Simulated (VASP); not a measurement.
Wanted: the native input for a VASP 6.6.1 run.

- Task: single point
- Functional: PBE
- Potentials or basis: VASP PAW PBE potentials, release 64 (Sn_d, O)
- Cutoff: 600 eV
- k mesh: 1 × 1 × 1
- Occupations: gaussian, width 0.05 eV
- Spin: no spin polarisation
- Dipole correction: no
- Further INCAR settings: LREAL = Auto; ALGO = Normal; EDIFF = 1e-06; NBANDS = 358

The structure of SnO lies in POSCAR:

```
SnO
1.0
   -7.5972000000     -7.5972000000      0.0000000000
    7.5972000000     -7.5972000000      0.0000000000
    0.0000000000      7.5972000000      9.6816000000
Sn O
32 32
Direct
    0.9342250000      0.1842250000      0.6184500000
    0.9342250000      0.1842250000      0.1184500000
    0.6842250000      0.4342250000      0.6184500000
    0.9342250000      0.6842250000      0.1184500000
    0.4342250000      0.1842250000      0.6184500000
    0.6842250000      0.4342250000      0.1184500000
    0.9342250000      0.6842250000      0.6184500000
    0.4342250000      0.1842250000      0.1184500000
    0.6842250000      0.9342250000      0.1184500000
    0.1842250000      0.4342250000      0.6184500000
    0.4342250000      0.6842250000      0.1184500000
    0.6842250000      0.9342250000      0.6184500000
    0.1842250000      0.4342250000      0.1184500000
    0.4342250000      0.6842250000      0.6184500000
    0.1842250000      0.9342250000      0.1184500000
    0.1842250000      0.9342250000      0.6184500000
    0.8157750000      0.3157750000      0.3815500000
    0.5657750000      0.0657750000      0.3815500000
    0.8157750000      0.3157750000      0.8815500000
    0.5657750000      0.0657750000      0.8815500000
    0.8157750000      0.8157750000      0.8815500000
    0.3157750000      0.3157750000      0.3815500000
    0.5657750000      0.5657750000      0.8815500000
    0.8157750000      0.8157750000      0.3815500000
    0.0657750000      0.0657750000      0.3815500000
    0.3157750000      0.3157750000      0.8815500000
    0.5657750000      0.5657750000      0.3815500000
    0.0657750000      0.0657750000      0.8815500000
    0.3157750000      0.8157750000      0.8815500000
    0.0657750000      0.5657750000      0.8815500000
    0.3157750000      0.8157750000      0.3815500000
    0.0657750000      0.5657750000      0.3815500000
    0.0000000000      0.0000000000      0.0000000000
    0.0000000000      0.0000000000      0.5000000000
    0.0000000000      0.5000000000      0.5000000000
    0.5000000000      0.0000000000      0.0000000000
    0.7500000000      0.2500000000      0.5000000000
    0.0000000000      0.5000000000      0.0000000000
    0.5000000000      0.0000000000      0.5000000000
    0.7500000000      0.2500000000      0.0000000000
    0.5000000000      0.5000000000      0.5000000000
    0.7500000000      0.7500000000      0.0000000000
    0.2500000000      0.2500000000      0.5000000000
    0.5000000000      0.5000000000      0.0000000000
    0.7500000000      0.7500000000      0.5000000000
    0.2500000000      0.2500000000      0.0000000000
    0.2500000000      0.7500000000      0.0000000000
    0.2500000000      0.7500000000      0.5000000000
    0.7500000000      0.0000000000      0.0000000000
    0.0000000000      0.2500000000      0.5000000000
    0.7500000000      0.0000000000      0.5000000000
    0.0000000000      0.2500000000      0.0000000000
    0.7500000000      0.5000000000      0.5000000000
    0.0000000000      0.7500000000      0.0000000000
    0.2500000000      0.0000000000      0.0000000000
    0.5000000000      0.2500000000      0.5000000000
    0.7500000000      0.5000000000      0.0000000000
    0.0000000000      0.7500000000      0.5000000000
    0.2500000000      0.0000000000      0.5000000000
    0.5000000000      0.2500000000      0.0000000000
    0.2500000000      0.5000000000      0.5000000000
    0.5000000000      0.7500000000      0.0000000000
    0.2500000000      0.5000000000      0.0000000000
    0.5000000000      0.7500000000      0.5000000000
```

The input as run:

INCAR

```
SYSTEM = SnO
ALGO = Normal
EDIFF = 1E-6
ENCUT = 600
GGA = PE
GGA_COMPAT = .FALSE.
ISIF = 2
ISMEAR = 0
LASPH = .TRUE.
LCHARG = .TRUE.
LELF = .TRUE.
LREAL = Auto
LVHAR = .TRUE.
LWAVE = .FALSE.
NBANDS = 358
NELM = 120
PREC = Accurate
SIGMA = 0.05
```

KPOINTS

```
k-points
0
G
  1 1 1
  0 0 0
```

Potentials or basis: VASP PAW PBE potentials, release 64 (Sn_d, O).

Run with:

```bash
$ cat potpaw_PBE.64/Sn_d/POTCAR potpaw_PBE.64/O/POTCAR > POTCAR
$ mpirun -np 1 vasp_gam > vasp.out
```

Results of the run:

The pressure is 5.0 GPa. The largest force is 0.583 eV/Å.

Caveat: the k points lie up to 0.67 Å⁻¹ apart.

Run time: 23 min on 1 thread of AMD EPYC 9755 128-Core Processor (shared host), peak memory 1.4 GiB.
